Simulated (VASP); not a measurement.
# AlN (P6_3mc) in VASP: settings compared

Aim: see how the results for AlN move with the level of theory and the settings. Levels: BLYP, SVWN5, RPBE+D3(BJ). Tasks: single point.

Everything below comes from runs of VASP 6.6.1. Logs are shortened: lines on timing, memory, paths and dates and some standing lists are left out, and cuts for length are marked.

**The experiment to reproduce.**

From “Structural and optical properties of self-assembled AlN nanowires grown on SiO2/Si substrates by molecular beam epitaxy”, 2024, arxiv:2402.00216, for a bulk crystal of AlN at 0 K: band gap 6.0343 eV (an exciton energy, a little under the gap).

The results are compared with them further down.

### Step 1. The cell of the first run

It takes space group P6_3mc (No. 186, hexagonal). Conventional cell: a = 3.113 Å, b = 3.113 Å, c = 4.981 Å, α = 90.00°, β = 90.00°, γ = 120.00°. Within 2.5 Å of Al (site symmetry 3m) lie 4 N at 1.89 Å. N (site symmetry 3m) has 4 Al at 1.89 Å within 2.5 Å.

### Step 2. Single point, BLYP

INCAR reads:

```
  PREC = Accurate
  ENCUT = 520
  EDIFF = 1E-6
  ISMEAR = -1
  SIGMA = 0.05
  LREAL = False
  LASPH = True
  NELM = 60
  ALGO = Normal
  ISIF = 2
  LWAVE = False
  LCHARG = False
  GGA = B5
  ALDAX = 1.0
  AGGAX = 1.0
  AGGAC = 1.0
  ALDAC = 0.0
  NBANDS = 16
```

KPOINTS reads:

```
Automatic mesh
0
Gamma
  10 10 6
```

POSCAR reads:

```
AlN
1.0
    3.1130000000      0.0000000000      0.0000000000
   -1.5565000000      2.6959370820      0.0000000000
    0.0000000000      0.0000000000      4.9810000000
Al N
2 2
Direct
    0.6666666667      0.3333333333      0.5000000000
    0.3333333333      0.6666666667      0.0000000000
    0.6666666667      0.3333333333      0.8800000000
    0.3333333333      0.6666666667      0.3800000000
```

Potentials or basis: VASP PAW PBE potentials, release 64 (Al, N).

Command:

```bash
$ cat potpaw_PBE.64/Al/POTCAR potpaw_PBE.64/N/POTCAR > POTCAR
$ mpirun -np 1 vasp_std > vasp.out
```

OUTCAR:

```text
PREC = Accurate
   ENCUT = 520
   EDIFF = 1E-6
   ISMEAR = -1
   LREAL = False
   LASPH = True
   NELM = 60
   ISIF = 2
   GGA = B5

 ion  position               nearest neighbor table
   1  0.667  0.333  0.500-   3 1.89   4 1.89   4 1.89   4 1.89   2 3.07   2 3.07   2 3.07   2 3.07
                             2 3.07   2 3.07
   2  0.333  0.667  0.000-   4 1.89   3 1.89   3 1.89   3 1.89   1 3.07   1 3.07   1 3.07   1 3.07
                             1 3.07   1 3.07
   3  0.667  0.333  0.880-   1 1.89   2 1.89   2 1.89   2 1.89
   4  0.333  0.667  0.380-   2 1.89   1 1.89   1 1.89   1 1.89

  LATTYP: Found a hexagonal cell.
 ALAT       =     3.1130000000
 C/A-ratio  =     1.6000642467

  Lattice vectors:

 A1 = (   3.1130000000,   0.0000000000,   0.0000000000)
 A2 = (  -1.5565000000,   2.6959370820,   0.0000000000)
 A3 = (   0.0000000000,   0.0000000000,   4.9810000000)

Analysis of symmetry for initial positions (statically):
=====================================================================
 Subroutine PRICEL returns:
 Original cell was already a primitive cell.

 Routine SETGRP: Setting up the symmetry group for a
 hexagonal supercell.

 Subroutine GETGRP returns: Found 12 space group operations
 (whereof  6 operations were pure point group operations)
 out of a pool of 24 trial point group operations.

The static configuration has the point symmetry C_3v.
 The point group associated with its full space group is C_6v.

Analysis of symmetry for dynamics (positions and initial velocities):
=====================================================================
 Subroutine PRICEL returns:
 Original cell was already a primitive cell.

 Routine SETGRP: Setting up the symmetry group for a
 hexagonal supercell.

 Subroutine GETGRP returns: Found 12 space group operations
 (whereof  6 operations were pure point group operations)
 out of a pool of 24 trial point group operations.

The dynamic configuration has the point symmetry C_3v.
 The point group associated with its full space group is C_6v.

 Subroutine INISYM returns: Found 12 space group operations
 (whereof  6 operations are pure point group operations),
 and found     1 'primitive' translations

----------------------------------------------------------------------------------------

                                     Primitive cell

  volume of cell :      41.8028

  direct lattice vectors                    reciprocal lattice vectors
     3.113000000  0.000000000  0.000000000     0.321233537  0.185464269  0.000000000
    -1.556500000  2.695937082  0.000000000     0.000000000  0.370928538  0.000000000
     0.000000000  0.000000000  4.981000000     0.000000000  0.000000000  0.200762899

  length of vectors
     3.113000000  3.113000000  4.981000000     0.370928538  0.370928538  0.200762899

  position of ions in fractional coordinates (direct lattice)
     0.666666667  0.333333333  0.500000000
     0.333333333  0.666666667  0.000000000
     0.666666667  0.333333333  0.880000000
     0.333333333  0.666666667  0.380000000

  ion indices of the primitive-cell ions
   primitive index   ion index
                 1           1
                 2           2
                 3           3
                 4           4

----------------------------------------------------------------------------------------

 KPOINTS: Automatic mesh

Automatic generation of k-mesh.
 Grid dimensions read from file:
 generate k-points for:   10   10    6

 Generating k-lattice:

  Cartesian coordinates                     Fractional coordinates (reciprocal lattice)
     0.032123354  0.018546427  0.000000000     0.100000000  0.000000000  0.000000000
     0.000000000  0.037092854  0.000000000     0.000000000  0.100000000  0.000000000
     0.000000000  0.000000000  0.033460483     0.000000000  0.000000000  0.166666667

  Length of vectors
     0.037092854  0.037092854  0.033460483

  Shift w.r.t. Gamma in fractional coordinates (k-lattice)
     0.000000000  0.000000000  0.000000000

 Subroutine IBZKPT returns following result:
 ===========================================

 Found     56 irreducible k-points:

 Following reciprocal coordinates:
            Coordinates               Weight
  0.000000  0.000000  0.000000      1.000000
  0.100000 -0.000000  0.000000      6.000000
  0.200000 -0.000000  0.000000      6.000000
  0.300000 -0.000000  0.000000      6.000000
  0.400000  0.000000  0.000000      6.000000
  0.500000 -0.000000  0.000000      3.000000
[... 16 lines left out ...]
  0.300000  0.100000  0.166667     24.000000
  0.400000  0.100000  0.166667     24.000000
 [... further k-points ...]
   k-points           NKPTS =     56   k-points in BZ     NKDIM =     56   number of bands    NBANDS=     16
   number of dos      NEDOS =    301   number of ions     NIONS =      4
   total plane-waves  NPLWV =  23040
   dimension x,y,z NGX =    24 NGY =   24 NGZ =   40
   dimension x,y,z NGXF=    48 NGYF=   48 NGZF=   80
   ions per type =               2   2
   NGX,Y,Z   is equivalent  to a cutoff of  12.82, 12.82, 13.35 a.u.
   NGXF,Y,Z  is equivalent  to a cutoff of  25.63, 25.63, 26.70 a.u.
 SYSTEM =  unknown system
   PREC   = accura    normal or accurate (medium, high low for compatibility)
   ISTART =      0    job   : 0-new  1-cont  2-samecut
   ICHARG =      2    charge: 1-file 2-atom 10-const
   ISPIN  =      1    spin polarized calculation?
   LNONCOLLINEAR =      F non collinear calculations
   LSORBIT =      F    spin-orbit coupling
   LASPH  =      T    aspherical Exc in radial PAW
   ENCUT  =  520.0 eV  38.22 Ry    6.18 a.u.   5.79  5.79  9.26*2*pi/ulx,y,z
   NELM   =     60;   NELMIN=  2; NELMDL= -5     # of ELM steps
   EDIFF  = 0.1E-05   stopping-criterion for ELM
   LREAL  =      F    real-space projection
   EDIFFG = 0.1E-04   stopping-criterion for IOM
   NSW    =      0    number of steps for IOM
   IBRION =     -1    ionic relax: 0-MD 1-quasi-New 2-CG
   NFREE  =      0    steps in history (QN), initial steepest desc. (CG)
   ISIF   =      2    stress and relaxation
   ISYM   =      2    0-nonsym 1-usesym 2-fastsym
   POTIM  = 0.5000    time-step for ionic-motion
   TEBEG  =    0.0;   TEEND  =   0.0 temperature during run
   PSTRESS=    0.0 pullay stress
   NELECT =      16.0000    total number of electrons
   NUPDOWN=      -1.0000    fix difference up-down
   EMIN   =  10.00;   EMAX   =-10.00  energy-range for DOS
   EFERMI =   0.00;   METHOD = LEGACY
   ISMEAR =    -1;   SIGMA  =   0.05  broadening in eV -4-tet -1-fermi 0-gaus
   EFERMI_NEDOS =   21; number of points for ismear=-14 and -15
   IALGO  =     38    algorithm
   IMIX   =      4    mixing-type and parameters
     AMIX     =   0.40;   BMIX     =  1.00
     AMIX_MAG =   1.60;   BMIX_MAG =  1.00
  volume/ion in A,a.u.               =      10.45        70.52
  Fermi-wavevector in a.u.,A,eV,Ry     =   1.188629  2.246183 19.222843  1.412839
  Thomas-Fermi vector in A             =   2.324754
   LORBIT       =      0    0 simple, 1 ext, 2 COOP (PROOUT), +10 PAW based schemes
   GGA     = B5    functional components
   LHFCALC =     F    Hartree Fock is set to
   AEXX    =    0.0000 exact exchange contribution
   IVDW    =     0    specifies the selected vdW correction
   LEPSILON=     F    determine dielectric tensor
   LRPA    =     F    only Hartree local field effects (RPA)
 non-spin polarized calculation
  energy-cutoff  :      520.00
  volume of cell :       41.80
 maximum number of plane-waves:      1142
 NGX is ok and might be reduce to    24
   NGX = 11   NGY = 11   NGZ = 19

 number of electron      15.9999997 magnetization

 Free energy of the ion-electron system (eV)
  ---------------------------------------------------
  ext. energy  EPLUGINS =         0.00000000
  ---------------------------------------------------
  free energy    TOTEN  =       -27.84833357 eV

  energy without entropy =      -27.84833357  energy(sigma->0) =      -27.84833357

 E-fermi :   7.5448     XC(G=0): -10.2798

 val. band max:        6.5208460686   @ k =   0.0000   0.0000   0.0000
 cond. band min:      11.0242917479   @ k =   0.0000   0.0000   0.0000
 fundamental gap:      4.5034456794
 Fermi energy:         7.5447892479

 k-point     1 :       0.0000    0.0000    0.0000
  band No.  band energies     occupation
      1      -8.5334      2.00000
      2      -6.4177      2.00000
      3       0.6796      2.00000
      4       5.6995      2.00000
      5       5.6995      2.00000
      6       6.3440      2.00000
[... 8 lines left out ...]
     15      19.7424      0.00000
     16      19.7424      0.00000

 k-point     2 :       0.1000   -0.0000    0.0000
  band No.  band energies     occupation
      1      -8.4079      2.00000
      2      -6.3470      2.00000
      3       0.8280      2.00000
      4       5.1363      2.00000
      5       5.5398      2.00000
      6       5.8006      2.00000
[... 8 lines left out ...]
     15      19.7639      0.00000
     16      19.8050      0.00000

 k-point     3 :       0.2000   -0.0000    0.0000
  band No.  band energies     occupation
      1      -8.0476      2.00000
      2      -6.1632      2.00000
      3       1.2611      2.00000
      4       3.8629      2.00000
      5       4.7164      2.00000
      6       5.1913      2.00000
[... 8 lines left out ...]
     15      18.8607      0.00000
     16      19.4456      0.00000

 k-point     4 :       0.3000   -0.0000    0.0000
  band No.  band energies     occupation
      1      -7.5096      2.00000
      2      -5.9558      2.00000
      3       1.9326      2.00000
      4       2.5378      2.00000
      5       3.6145      2.00000
      6       4.8349      2.00000
[... 8 lines left out ...]
     15      18.6990      0.00000
     16      20.6177      0.00000
[... 324 lines left out ...]
 k-point    22 :       0.2000    0.1000    0.1667
  band No.  band energies     occupation
      1      -7.6220      2.00000
      2      -6.1661      2.00000
      3       1.7842      2.00000
      4       3.3321      2.00000
      5       3.7651      2.00000
      6       4.9243      2.00000
[... 8 lines left out ...]
     15      19.0311      0.00000
     16      20.3791      0.00000

 k-point    23 :       0.3000    0.1000    0.1667
  band No.  band energies     occupation
      1      -7.0640      2.00000
      2      -5.9650      2.00000
      3       1.7415      2.00000
      4       2.5822      2.00000
      5       3.3066      2.00000
      6       4.4626      2.00000
[... 8 lines left out ...]
     15      19.0375      0.00000
     16      21.0669      0.00000

 k-point    24 :       0.4000    0.1000    0.1667
  band No.  band energies     occupation
      1      -6.5808      2.00000
      2      -5.9255      2.00000
      3       1.2521      2.00000
      4       2.2313      2.00000
      5       3.5399      2.00000
      6       4.2979      2.00000
[... 8 lines left out ...]
     15      19.3335      0.00000
     16      21.5479      0.00000

 [... further k-points ...]

------------------------ aborting loop because EDIFF is reached ----------------------------------------

  FORCE on cell =-STRESS in cart. coord.  units (eV):
  Direction    XX          YY          ZZ          XY          YZ          ZX
  --------------------------------------------------------------------------------------
  -------------------------------------------------------------------------------------
  Total        1.6640754      1.6640754      2.2213407      0.0000000     -0.0000000     -0.0000000
  in kB       63.7790666     63.7790666     85.1373934      0.0000000     -0.0000000     -0.0000000
  external PRESSURE =      70.8985089 kB  Pullay stress =       0.0000000 kB

 VOLUME and BASIS-vectors are now :
 -----------------------------------------------------------------------------
  energy-cutoff  :      520.00
  volume of cell :       41.80
      direct lattice vectors                 reciprocal lattice vectors
     3.113000000  0.000000000  0.000000000     0.321233537  0.185464269  0.000000000
    -1.556500000  2.695937082  0.000000000     0.000000000  0.370928538  0.000000000
     0.000000000  0.000000000  4.981000000     0.000000000  0.000000000  0.200762899

 POSITION                                       TOTAL-FORCE (eV/Angst)
 -----------------------------------------------------------------------------------
      1.55650      0.89865      2.49050        -0.000000     -0.000000     -0.114898
     -0.00000      1.79729      0.00000         0.000000      0.000000     -0.114898
      1.55650      0.89865      4.38328         0.000000      0.000000      0.114898
     -0.00000      1.79729      1.89278        -0.000000      0.000000      0.114898
 -----------------------------------------------------------------------------------
    total drift:                               -0.000000     -0.000000      0.000515

  FREE ENERGIE OF THE ION-ELECTRON SYSTEM (eV)
  ---------------------------------------------------
  free  energy   TOTEN  =       -27.8483335672 eV

  energy  without entropy=      -27.8483335672  energy(sigma->0) =      -27.84833357
```

Wall time 28 s (1 thread of Intel Xeon 6975P-C (Granite Rapids), shared host); peak memory 0.16 GiB.

What came out:

```yaml
Free_energy: -27.8483 eV
Pressure: 7.1 GPa
Largest_force: 0.115 eV/Å
Band_gap_on_the_k_mesh: 4.50 eV, direct
```

Forces in eV/Å, atoms in the order of the input:
```
Al   0.000  0.000 -0.115
Al   0.000  0.000 -0.115
N    0.000  0.000  0.115
N    0.000  0.000  0.115
```

Stress tensor (GPa, compression positive):
```
6.38 0.00 0.00
0.00 6.38 0.00
0.00 0.00 8.51
```

Levels at points of the mesh, in eV from the valence-band top:
```tsv
k point	band 6	band 7	band 8	band 9	band 10	band 11
(0.00, 0.00, 0.00)	-0.18	-0.18	0.00	4.50	6.84	10.84
(0.50, 0.00, 0.00)	-2.03	-1.70	-0.65	6.09	6.10	8.38
(0.00, 0.00, 0.50)	-0.51	-0.51	-0.51	6.68	6.68	10.52
(0.50, 0.00, 0.50)	-1.41	-1.32	-1.32	5.61	5.61	9.47
```

Caveat: the PAW data sets were made with another functional, which shifts forces and pressure a little. As with any semilocal functional, this BLYP gap is likely too small.

### Step 3. Single point, SVWN5

INCAR reads:

```
SYSTEM = AlN
PREC     = Accurate       ! precision mode
ENCUT    = 520            ! plane-wave cutoff, eV
EDIFF    = 1E-7           ! SCF threshold, eV
ISMEAR   = -1             ! smearing method
SIGMA    = 0.05           ! smearing width, eV
LREAL    = .False.        ! projectors in reciprocal space
LASPH    = .True.         ! aspherical terms in the spheres
NELM     = 80             ! most SCF steps
ALGO     = Normal         ! electronic algorithm
ISIF     = 2              ! what is computed and relaxed
LWAVE    = .False.        ! write WAVECAR
LCHARG   = .False.        ! write CHGCAR
GGA      = VW             ! functional
NBANDS   = 16             ! bands
```

KPOINTS reads:

```
Automatic mesh
0
Gamma
  10 10 6
  0 0 0
```

POSCAR is that of step 2.

Potentials or basis: VASP PAW PBE potentials, release 64 (Al, N).

Command:

```bash
$ cat potpaw_PBE.64/Al/POTCAR potpaw_PBE.64/N/POTCAR > POTCAR
$ mpirun -np 1 vasp_std > vasp.out
```

It took 18 s on 1 thread of Intel Xeon 6975P-C (Granite Rapids), shared host; peak memory 0.15 GiB.

The run converged. Its results:

| Quantity | Value |
| --- | --- |
| Free energy | -32.8089 eV |
| Pressure | -3.9 GPa |
| Largest force | 0.120 eV/Å |
| Band gap on the k mesh | 4.24 eV, direct |

Forces in eV/Å, atoms in the order of the input:
```
Al   0.000  0.000 -0.120
Al   0.000  0.000 -0.120
N    0.000  0.000  0.120
N    0.000  0.000  0.120
```

Stress tensor (GPa, compression positive):
```
-4.51  0.00  0.00
 0.00 -4.51  0.00
 0.00  0.00 -2.82
```

Levels at points of the mesh, in eV from the valence-band top:
| k point | band 4 | band 5 | band 6 | band 7 | band 8 | band 9 | band 10 | band 11 | band 12 | band 13 |
| --- | --- | --- | --- | --- | --- | --- | --- | --- | --- | --- |
| (0.00, 0.00, 0.00) | -0.84 | -0.84 | -0.18 | -0.18 | 0.00 | 4.24 | 6.55 | 10.47 | 10.99 | 10.99 |
| (0.50, 0.00, 0.00) | -4.16 | -3.36 | -2.08 | -1.80 | -0.66 | 5.68 | 5.70 | 8.10 | 10.17 | 10.76 |
| (0.00, 0.00, 0.50) | -3.32 | -0.52 | -0.52 | -0.52 | -0.52 | 6.42 | 6.42 | 10.17 | 10.17 | 11.31 |
| (0.50, 0.00, 0.50) | -5.63 | -1.45 | -1.45 | -1.36 | -1.36 | 5.21 | 5.21 | 9.13 | 9.13 | 11.67 |

Caveat: the PAW data sets were made with another functional, which shifts forces and pressure a little.

### Step 4. Single point, RPBE+D3(BJ)

This run uses another cell than the first one, of 9.76 Å³/atom, 0.934 times its volume.

INCAR reads:

```
PREC = Accurate ; ENCUT = 520
EDIFF = 1E-7 ; ISMEAR = -1
SIGMA = 0.05 ; LREAL = False
LASPH = True ; NELM = 100
ALGO = Normal ; ISIF = 2
LWAVE = False ; LCHARG = False
GGA = RP ; IVDW = 12
NBANDS = 16
```

KPOINTS reads:

```
regular mesh
0
Gamma
  10 10 6
```

POSCAR reads:

```
AlN
1.0
    3.0511351948      0.0000000000      0.0000000000
   -1.5255675974      2.6423605890      0.0000000000
    0.0000000000      0.0000000000      4.8415351337
Al N
2 2
Direct
    0.6666666667      0.3333333333      0.4976714038
    0.3333333333      0.6666666667     -0.0023285962
    0.6666666667      0.3333333333      0.8823285962
    0.3333333333      0.6666666667      0.3823285962
```

Command:

```bash
$ cat potpaw_PBE.64/Al/POTCAR potpaw_PBE.64/N/POTCAR > POTCAR
$ mpirun -np 1 vasp_std > vasp.out
```

Wall time 14 s (1 thread of Intel Xeon 6975P-C (Granite Rapids), shared host); peak memory 0.17 GiB.

Results (log left out):

* Free energy: -32.9619 eV
* Pressure: -0.7 GPa
* Band gap on the k mesh: 4.79 eV, direct
* Dispersion energy per atom: -1.223 eV

Stress tensor (GPa, compression positive):
```
-0.76  0.00  0.00
 0.00 -0.76  0.00
 0.00  0.00 -0.63
```

Levels at points of the mesh, in eV from the valence-band top:
| k point | band 4 | band 5 | band 6 | band 7 | band 8 | band 9 | band 10 | band 11 | band 12 | band 13 |
| --- | --- | --- | --- | --- | --- | --- | --- | --- | --- | --- |
| (0.00, 0.00, 0.00) | -1.03 | -1.03 | -0.34 | -0.34 | 0.00 | 4.79 | 7.20 | 11.26 | 11.56 | 11.56 |
| (0.50, 0.00, 0.00) | -4.36 | -3.55 | -2.31 | -1.91 | -0.80 | 6.02 | 6.02 | 8.77 | 10.78 | 11.27 |
| (0.00, 0.00, 0.50) | -3.45 | -0.70 | -0.70 | -0.70 | -0.70 | 7.03 | 7.03 | 10.96 | 10.96 | 11.88 |
| (0.50, 0.00, 0.50) | -5.93 | -1.64 | -1.64 | -1.45 | -1.45 | 5.57 | 5.57 | 9.68 | 9.68 | 12.69 |

Caveat: the PAW data sets were made with another functional, which shifts forces and pressure a little.

### Step 5. Overview

| level | cell | gap on the mesh (eV) | pressure (GPa) | largest force (eV/Å) |
| --- | --- | --- | --- | --- |
| BLYP | a = 3.113, b = 3.113, c = 4.981 Å, angles 90.0, 90.0, 120.0°, 4 atoms | 4.50 | 7.1 | 0.11 |
| SVWN5 | a = 3.113, b = 3.113, c = 4.981 Å, angles 90.0, 90.0, 120.0°, 4 atoms | 4.24 | -3.9 | 0.12 |
| RPBE+D3(BJ) | a = 3.051, b = 3.051, c = 4.842 Å, angles 90.0, 90.0, 120.0°, 4 atoms | 4.79 | -0.7 | - |

Alike in all rows: task single point; potentials or basis VASP PAW PBE potentials, release 64 (Al, N); no spin polarisation; k mesh 10 × 10 × 6; cutoff (eV) 520; smearing fermi-dirac 0.05 eV.

Caveats: the PAW data sets were made with another functional, which shifts forces and pressure a little.

Total energies depend on the potentials used, so only differences within one code and one set of settings carry meaning.

### Step 6. How close it comes

Step 4. A measured gap of AlN is 6.0343 eV (an exciton energy, a little under the gap; 0 K; quoted in “Structural and optical properties of self-assembled AlN nanowires grown on SiO2/Si substrates by molecular beam epitaxy”, 2024, arxiv:2402.00216); the calculated 4.79 eV misses it by -1.25 eV. 2 values of this kind are on record (6.034 to 6.0343 eV); this one was drawn at random. The value is that of RPBE+D3(BJ) on a finite k mesh, which can miss the band edges, without temperature or zero-point motion. Semilocal functionals fall short of measured gaps as a rule.
